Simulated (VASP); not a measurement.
# GaAs (Pmmn) in VASP: a series of runs

GaAs is run at these levels: PBE; tasks: single point.

Everything below comes from runs of VASP 6.6.1. Logs are shortened: lines on timing, memory, paths and dates and some standing lists are left out, and cuts for length are marked.

### Step 1. The cell of the first run

It takes space group Pmmn (No. 59, orthorhombic). The conventional cell has a = 3.919 Å, b = 12.217 Å, c = 5.690 Å, α = 90.00°, β = 90.00°, γ = 90.00°. Within 3.1 Å of Ga (site symmetry m) lie 4 As at 2.38 to 2.39 Å. Ga (site symmetry mm2) has 4 As at 2.38 Å within 3.1 Å. As (site symmetry m) has 4 Ga at 2.38 to 2.39 Å within 3.1 Å. As (site symmetry mm2) has 4 Ga at 2.38 Å within 3.1 Å.

### Step 2. Single point, PBE

Input file INCAR:

```
SYSTEM = GaAs
ALGO     = Normal         ! electronic algorithm
EDIFF    = 1E-6           ! SCF threshold, eV
ENCUT    = 520            ! plane-wave cutoff, eV
GGA      = PE             ! functional
ISIF     = 2              ! what is computed and relaxed
ISMEAR   = 0              ! smearing method
LASPH    = .TRUE.         ! aspherical terms in the spheres
LCHARG   = .TRUE.         ! write CHGCAR
LELF     = .TRUE.         ! ELF
LREAL    = .FALSE.        ! projectors in reciprocal space
LVHAR    = .TRUE.       
LWAVE    = .FALSE.        ! write WAVECAR
NBANDS   = 66             ! bands
NELM     = 80             ! most SCF steps
PREC     = Accurate       ! precision mode
SIGMA    = 0.1            ! smearing width, eV
```

Input file KPOINTS:

```
k-points
0
G
  4 2 4
  0 0 0
```

Input file POSCAR:

```
GaAs
1.0
    3.9186868700      0.0000000000      0.0000000000
    0.0000000000     12.2172555800      0.0000000000
    0.0000000000      0.0000000000      5.6899564000
Ga As
6 6
Direct
    0.0000000000      0.6523099200      0.1196049900
    0.5000000000      0.8476900800      0.8803950100
    0.0000000000      0.0000000000      0.3810625100
    0.5000000000      0.1523099200      0.8803950100
    0.0000000000      0.3476900800      0.1196049900
    0.5000000000      0.5000000000      0.6189374900
    0.5000000000      0.6523099200      0.8803950100
    0.0000000000      0.8476900800      0.1196049900
    0.5000000000      0.0000000000      0.6189374900
    0.0000000000      0.1523099200      0.1196049900
    0.5000000000      0.3476900800      0.8803950100
    0.0000000000      0.5000000000      0.3810625100
```

Potentials or basis: VASP PAW PBE potentials, release 64 (Ga_d, As).

Command:

```
> cat potpaw_PBE.64/Ga_d/POTCAR potpaw_PBE.64/As/POTCAR > POTCAR
> mpirun -np 1 vasp_std > vasp.out
```

OUTCAR:

```text
SYSTEM = GaAs
   EDIFF = 1E-6
   ENCUT = 520
   GGA = PE
   ISIF = 2
   ISMEAR = 0
   LASPH = .TRUE.
   LREAL = .FALSE.
   NELM = 80
   PREC = Accurate

 ion  position               nearest neighbor table
   1  0.000  0.652  0.120-  12 2.38   7 2.39   7 2.39   8 2.39
   2  0.500  0.848  0.880-   9 2.38   8 2.39   8 2.39   7 2.39
   3  0.000  0.000  0.381-   9 2.38   9 2.38  10 2.38   8 2.38
   4  0.500  0.152  0.880-   9 2.38  10 2.39  10 2.39  11 2.39
   5  0.000  0.348  0.120-  12 2.38  11 2.39  11 2.39  10 2.39
   6  0.500  0.500  0.619-  12 2.38  12 2.38   7 2.38  11 2.38
   7  0.500  0.652  0.880-   6 2.38   1 2.39   1 2.39   2 2.39
   8  0.000  0.848  0.120-   3 2.38   2 2.39   2 2.39   1 2.39
   9  0.500  0.000  0.619-   3 2.38   3 2.38   4 2.38   2 2.38
  10  0.000  0.152  0.120-   3 2.38   4 2.39   4 2.39   5 2.39
  11  0.500  0.348  0.880-   6 2.38   5 2.39   5 2.39   4 2.39
  12  0.000  0.500  0.381-   6 2.38   6 2.38   1 2.38   5 2.38

  LATTYP: Found a simple orthorhombic cell.
 ALAT       =     3.9186868700
 B/A-ratio  =     1.4520058858
 C/A-ratio  =     3.1176912025

  Lattice vectors:

 A1 = (  -3.9186868700,   0.0000000000,   0.0000000000)
 A2 = (   0.0000000000,   0.0000000000,   5.6899564000)
 A3 = (   0.0000000000,  12.2172555800,   0.0000000000)

Analysis of symmetry for initial positions (statically):
=====================================================================
 Subroutine PRICEL returns:
 Original cell was already a primitive cell.

 Routine SETGRP: Setting up the symmetry group for a
 simple orthorhombic supercell.

 Subroutine GETGRP returns: Found  8 space group operations
 (whereof  4 operations were pure point group operations)
 out of a pool of  8 trial point group operations.

The static configuration has the point symmetry C_2v.
 The point group associated with its full space group is D_2h.

Analysis of symmetry for dynamics (positions and initial velocities):
=====================================================================
 Subroutine PRICEL returns:
 Original cell was already a primitive cell.

 Routine SETGRP: Setting up the symmetry group for a
 simple orthorhombic supercell.

 Subroutine GETGRP returns: Found  8 space group operations
 (whereof  4 operations were pure point group operations)
 out of a pool of  8 trial point group operations.

The dynamic configuration has the point symmetry C_2v.
 The point group associated with its full space group is D_2h.

 Subroutine INISYM returns: Found  8 space group operations
 (whereof  4 operations are pure point group operations),
 and found     1 'primitive' translations

----------------------------------------------------------------------------------------

                                     Primitive cell

  volume of cell :     272.4101

  direct lattice vectors                    reciprocal lattice vectors
     3.918686870  0.000000000  0.000000000     0.255187524  0.000000000  0.000000000
     0.000000000 12.217255580  0.000000000     0.000000000  0.081851443  0.000000000
     0.000000000  0.000000000  5.689956400     0.000000000  0.000000000  0.175748271

  length of vectors
     3.918686870 12.217255580  5.689956400     0.255187524  0.081851443  0.175748271

  position of ions in fractional coordinates (direct lattice)
     0.000000000  0.652309920  0.119604990
     0.500000000  0.847690080  0.880395010
     0.000000000  0.000000000  0.381062510
     0.500000000  0.152309920  0.880395010
     0.000000000  0.347690080  0.119604990
     0.500000000  0.500000000  0.618937490
     0.500000000  0.652309920  0.880395010
     0.000000000  0.847690080  0.119604990
     0.500000000  0.000000000  0.618937490
     0.000000000  0.152309920  0.119604990
     0.500000000  0.347690080  0.880395010
     0.000000000  0.500000000  0.381062510

  ion indices of the primitive-cell ions
   primitive index   ion index
                 1           1
                 2           2
                 3           3
                 4           4
                 5           5
                 6           6
                 7           7
                 8           8
                 9           9
                10          10
                11          11
                12          12

----------------------------------------------------------------------------------------

 KPOINTS: k-points

Automatic generation of k-mesh.
 Grid dimensions read from file:
 generate k-points for:    4    2    4

 Generating k-lattice:

  Cartesian coordinates                     Fractional coordinates (reciprocal lattice)
     0.063796881  0.000000000  0.000000000     0.250000000  0.000000000  0.000000000
     0.000000000  0.040925722  0.000000000     0.000000000  0.500000000  0.000000000
     0.000000000  0.000000000  0.043937068     0.000000000  0.000000000  0.250000000

  Length of vectors
     0.063796881  0.040925722  0.043937068

  Shift w.r.t. Gamma in fractional coordinates (k-lattice)
     0.000000000  0.000000000  0.000000000

 Subroutine IBZKPT returns following result:
 ===========================================

 Found     18 irreducible k-points:

 Following reciprocal coordinates:
            Coordinates               Weight
  0.000000  0.000000  0.000000      1.000000
  0.250000  0.000000  0.000000      2.000000
  0.500000  0.000000  0.000000      1.000000
  0.000000  0.500000  0.000000      1.000000
  0.250000  0.500000  0.000000      2.000000
  0.500000  0.500000  0.000000      1.000000
[... 10 lines left out ...]
  0.250000  0.500000  0.500000      2.000000
  0.500000  0.500000  0.500000      1.000000
   k-points           NKPTS =     18   k-points in BZ     NKDIM =     18   number of bands    NBANDS=     66
   number of dos      NEDOS =    301   number of ions     NIONS =     12
   total plane-waves  NPLWV = 120960
   dimension x,y,z NGX =    30 NGY =   96 NGZ =   42
   dimension x,y,z NGXF=    60 NGYF=  192 NGZF=   84
   ions per type =               6   6
   NGX,Y,Z   is equivalent  to a cutoff of  12.73, 13.06, 12.27 a.u.
   NGXF,Y,Z  is equivalent  to a cutoff of  25.45, 26.13, 24.54 a.u.
 SYSTEM =  GaAs
   PREC   = accura    normal or accurate (medium, high low for compatibility)
   ISTART =      0    job   : 0-new  1-cont  2-samecut
   ICHARG =      2    charge: 1-file 2-atom 10-const
   ISPIN  =      1    spin polarized calculation?
   LNONCOLLINEAR =      F non collinear calculations
   LSORBIT =      F    spin-orbit coupling
   LASPH  =      T    aspherical Exc in radial PAW
   ENCUT  =  520.0 eV  38.22 Ry    6.18 a.u.   7.29 22.72 10.58*2*pi/ulx,y,z
   NELM   =     80;   NELMIN=  2; NELMDL= -5     # of ELM steps
   EDIFF  = 0.1E-05   stopping-criterion for ELM
   LREAL  =      F    real-space projection
   EDIFFG = 0.1E-04   stopping-criterion for IOM
   NSW    =      0    number of steps for IOM
   IBRION =     -1    ionic relax: 0-MD 1-quasi-New 2-CG
   NFREE  =      0    steps in history (QN), initial steepest desc. (CG)
   ISIF   =      2    stress and relaxation
   ISYM   =      2    0-nonsym 1-usesym 2-fastsym
   POTIM  = 0.5000    time-step for ionic-motion
   TEBEG  =    0.0;   TEEND  =   0.0 temperature during run
   PSTRESS=    0.0 pullay stress
   NELECT =     108.0000    total number of electrons
   NUPDOWN=      -1.0000    fix difference up-down
   EMIN   =  10.00;   EMAX   =-10.00  energy-range for DOS
   EFERMI =   0.00;   METHOD = LEGACY
   ISMEAR =     0;   SIGMA  =   0.10  broadening in eV -4-tet -1-fermi 0-gaus
   EFERMI_NEDOS =   21; number of points for ismear=-14 and -15
   IALGO  =     38    algorithm
   IMIX   =      4    mixing-type and parameters
     AMIX     =   0.40;   BMIX     =  1.00
     AMIX_MAG =   1.60;   BMIX_MAG =  1.00
  volume/ion in A,a.u.               =      22.70       153.19
  Fermi-wavevector in a.u.,A,eV,Ry     =   1.202657  2.272692 19.679239  1.446383
  Thomas-Fermi vector in A             =   2.338432
   LORBIT       =      0    0 simple, 1 ext, 2 COOP (PROOUT), +10 PAW based schemes
   GGA     = PE    functional components
   LHFCALC =     F    Hartree Fock is set to
   AEXX    =    0.0000 exact exchange contribution
   IVDW    =     0    specifies the selected vdW correction
   LEPSILON=     F    determine dielectric tensor
   LRPA    =     F    only Hartree local field effects (RPA)
 non-spin polarized calculation
 Gauss-broadening in eV      SIGMA  =   0.10
  energy-cutoff  :      520.00
  volume of cell :      272.41
 maximum number of plane-waves:      7354
 NGX is ok and might be reduce to    30
   NGX = 15   NGY = 45   NGZ = 21

 number of electron     108.0000024 magnetization

 Free energy of the ion-electron system (eV)
  ---------------------------------------------------
  ext. energy  EPLUGINS =         0.00000000
  ---------------------------------------------------
  free energy    TOTEN  =       -46.57692589 eV

  energy without entropy =      -46.57692472  energy(sigma->0) =      -46.57692531

 E-fermi :   4.4216     XC(G=0):  -9.3922

 val. band max:        4.1382175151   @ k =   0.0000   0.0000   0.0000
 cond. band min:       4.7168189341   @ k =   0.0000   0.5000   0.5000
 fundamental gap:      0.5786014190
 Fermi energy:         4.4216399474

 k-point     1 :       0.0000    0.0000    0.0000
  band No.  band energies     occupation
      1     -11.2170      2.00000
      2     -11.1754      2.00000
      3     -11.1393      2.00000
      4     -11.0527      2.00000
      5     -11.0520      2.00000
      6     -11.0322      2.00000
[... 58 lines left out ...]
     65       8.2239      0.00000
     66       8.2766      0.00000

 k-point     2 :       0.2500    0.0000    0.0000
  band No.  band energies     occupation
      1     -11.2134      2.00000
      2     -11.1782      2.00000
      3     -11.1593      2.00000
      4     -11.1021      2.00000
      5     -11.0862      2.00000
      6     -11.0750      2.00000
[... 1162 lines left out ...]
     65       8.7359      0.00000
     66       8.7361      0.00000

------------------------ aborting loop because EDIFF is reached ----------------------------------------

  FORCE on cell =-STRESS in cart. coord.  units (eV):
  Direction    XX          YY          ZZ          XY          YZ          ZX
  --------------------------------------------------------------------------------------
  -------------------------------------------------------------------------------------
  Total       19.4222490     18.5304161     17.0970914      0.0000000      0.0000000      0.0000000
  in kB      114.2317788    108.9864722    100.5563861      0.0000000      0.0000000      0.0000000
  external PRESSURE =     107.9248790 kB  Pullay stress =       0.0000000 kB

 VOLUME and BASIS-vectors are now :
 -----------------------------------------------------------------------------
  energy-cutoff  :      520.00
  volume of cell :      272.41
      direct lattice vectors                 reciprocal lattice vectors
     3.918686870  0.000000000  0.000000000     0.255187524  0.000000000  0.000000000
     0.000000000 12.217255580  0.000000000     0.000000000  0.081851443  0.000000000
     0.000000000  0.000000000  5.689956400     0.000000000  0.000000000  0.175748271

 POSITION                                       TOTAL-FORCE (eV/Angst)
 -----------------------------------------------------------------------------------
      0.00000      7.96944      0.68055         0.000000     -0.580385      0.351597
      1.95934     10.35645      5.00941        -0.000000      0.580385     -0.351597
      0.00000      0.00000      2.16823        -0.000000      0.000000      0.145312
      1.95934      1.86081      5.00941         0.000000     -0.580385     -0.351597
      0.00000      4.24782      0.68055        -0.000000      0.580385      0.351597
      1.95934      6.10863      3.52173        -0.000000      0.000000     -0.145312
      1.95934      7.96944      5.00941        -0.000000     -0.714150     -0.813188
      0.00000     10.35645      0.68055         0.000000      0.714150      0.813188
      1.95934      0.00000      3.52173        -0.000000      0.000000     -0.243962
      0.00000      1.86081      0.68055        -0.000000     -0.714150      0.813188
      1.95934      4.24782      5.00941        -0.000000      0.714150     -0.813188
      0.00000      6.10863      2.16823        -0.000000      0.000000      0.243962
 -----------------------------------------------------------------------------------
    total drift:                                0.000000     -0.000000      0.000000

  FREE ENERGIE OF THE ION-ELECTRON SYSTEM (eV)
  ---------------------------------------------------
  free  energy   TOTEN  =       -46.5769258895 eV

  energy  without entropy=      -46.5769247209  energy(sigma->0) =      -46.57692531
```

It took 6.1 min on 1 thread of Oxide Virtual Turin-like, shared host; peak memory 0.45 GiB.

Results:

* Free energy: -46.5769 eV
* Pressure: 10.8 GPa
* Largest force: 1.082 eV/Å
* Band gap on the k mesh: 0.58 eV, indirect (least direct gap 0.64 eV)

Forces on the atoms (eV/Å):
```
Ga   0.000 -0.580  0.352
Ga   0.000  0.580 -0.352
Ga   0.000  0.000  0.145
Ga   0.000 -0.580 -0.352
Ga   0.000  0.580  0.352
Ga   0.000  0.000 -0.145
As   0.000 -0.714 -0.813
As   0.000  0.714  0.813
As   0.000  0.000 -0.244
As   0.000 -0.714  0.813
As   0.000  0.714 -0.813
As   0.000  0.000  0.244
```

Caveat: forces of over 1 eV/Å act on the atoms, so gaps and moduli don't describe the material at rest. A k mesh can miss the band edges.

### Step 3. Single point, PBE

This run uses another cell than the first one, of 26.22 Å³/atom, 1.155 times its volume.

Input file INCAR:

```
PREC = Accurate ; ENCUT = 520
EDIFF = 1E-7 ; ISMEAR = 0
SIGMA = 0.1 ; LREAL = False
LASPH = True ; NELM = 100
ALGO = Normal ; ISIF = 2
LWAVE = False ; LCHARG = True
GGA = PE ; LELF = True
LVHAR = True ; NBANDS = 66
```

Input file KPOINTS:

```
regular mesh
0
Gamma
  4 2 4
```

Input file POSCAR:

```
GaAs
1.0
    4.1016211623      0.0000000000      0.0000000000
    0.0000000000     12.4561222639      0.0000000000
    0.0000000000      0.0000000000      6.1591553377
Ga As
6 6
Direct
    0.0000000000      0.6457986184      0.0980260142
    0.5000000000      0.8542013816      0.9019739858
    0.0000000000      0.0000000000      0.4024411029
    0.5000000000      0.1457986184      0.9019739858
    0.0000000000      0.3542013816      0.0980260142
    0.5000000000      0.5000000000      0.5975588971
    0.5000000000      0.6505672748      0.8643424376
    0.0000000000      0.8494327252      0.1356575624
    0.5000000000      0.0000000000      0.6291636536
    0.0000000000      0.1505672748      0.1356575624
    0.5000000000      0.3494327252      0.8643424376
    0.0000000000      0.5000000000      0.3708363464
```

Potentials or basis: VASP PAW PBE potentials, release 64 (Ga_d, As).

Command:

```
> cat potpaw_PBE.64/Ga_d/POTCAR potpaw_PBE.64/As/POTCAR > POTCAR
> mpirun -np 1 vasp_std > vasp.out
```

Run time: 13 min. Hardware: 1 thread of Oxide Virtual Turin-like, shared host; peak memory 0.49 GiB.

It converged, with:

```
Free energy            : -48.0343 eV
Pressure               : 0.2 GPa
Largest force          : 0.039 eV/Å
Band gap on the k mesh : 0.03 eV, direct
```

Forces in eV/Å, atoms in the order of the input:
```
Ga   0.000  0.034 -0.020
Ga   0.000 -0.034  0.020
Ga   0.000  0.000 -0.032
Ga   0.000  0.034  0.020
Ga   0.000 -0.034 -0.020
Ga   0.000  0.000  0.032
As   0.000  0.000 -0.015
As   0.000  0.000  0.015
As   0.000  0.000 -0.016
As   0.000  0.000  0.015
As   0.000  0.000 -0.015
As   0.000  0.000  0.016
```

Stress tensor (GPa, compression positive):
```
0.18 0.00 0.00
0.00 0.06 0.00
0.00 0.00 0.28
```

Levels at points of the mesh, in eV from the valence-band top:
```
           k point  band 51  band 52  band 53  band 54  band 55  band 56  band 57  band 58
(0.00, 0.00, 0.00)    -0.75    -0.33    -0.26     0.00     0.03     1.06     1.42     1.88
(0.50, 0.00, 0.00)    -1.56    -1.56    -1.11    -1.11     1.79     1.79     1.99     1.99
(0.00, 0.50, 0.00)    -0.41    -0.41    -0.07    -0.07     1.20     1.20     1.64     1.64
(0.50, 0.50, 0.00)    -1.81    -1.81    -1.61    -1.61     1.80     1.80     1.95     1.95
(0.00, 0.00, 0.50)    -0.78    -0.76    -0.41    -0.24     0.97     1.29     1.45     1.59
(0.50, 0.00, 0.50)    -1.29    -1.29    -0.96    -0.96     0.95     0.95     2.21     2.21
(0.00, 0.50, 0.50)    -0.84    -0.84    -0.48    -0.48     0.75     0.75     2.04     2.04
(0.50, 0.50, 0.50)    -1.24    -1.24    -1.21    -1.21     1.89     1.89     1.98     1.98
```
